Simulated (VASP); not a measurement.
Crystal: Te2Mo.

```
Te Mo
1.0
     3.45890    0.00000    0.00000
    -1.72945    2.99549    0.00000
     0.00000    0.00000   13.86791
Te Mo
4 2
Direct
  0.33333 0.66667 0.62115
  0.66667 0.33333 0.12115
  0.33333 0.66667 0.87885
  0.66667 0.33333 0.37885
  0.33333 0.66667 0.25000
  0.66667 0.33333 0.75000
```

```yaml
Program: VASP 6.6.1
Task: relaxation of the atoms
Functional: PBEsol
Potentials_or_basis: VASP PAW PBE potentials, release 64 (Te, Mo_sv)
Cutoff: 520 eV
k_mesh: 6 × 6 × 2
Occupations: gaussian, width 0.01 eV
Spin: no spin polarisation
```

At the start: pressure 3.6 GPa; volume 23.95 Å³/atom.

**Question.** How do energy, volume and symmetry change on relaxing?

**Answer.** Over 3 steps the energy falls by 5.1 meV/atom at a fixed cell; space group P6_3/mmc (No. 194, to 0.1 Å) before and after.

Step by step:
```tsv
step	energy change (eV)	largest force (eV/Å)	pressure (GPa)
1	0.0000	0.4867	3.56
2	-0.0285	0.1257	2.01
3	-0.0307	0.0014	1.46
```

Final structure:
```
Te Mo
1.0
     3.45890    0.00000    0.00000
    -1.72945    2.99549    0.00000
     0.00000    0.00000   13.86791
Te Mo
4 2
Direct
  0.33333 0.66667 0.61883
  0.66667 0.33333 0.11883
  0.33333 0.66667 0.88117
  0.66667 0.33333 0.38117
  0.33333 0.66667 0.25000
  0.66667 0.33333 0.75000
```

Caveat: the PAW data sets were made with another functional, which shifts forces and pressure a little; this functional lacks dispersion, which binds layers or chains, so the pressure and a relaxed spacing across them are unreliable.
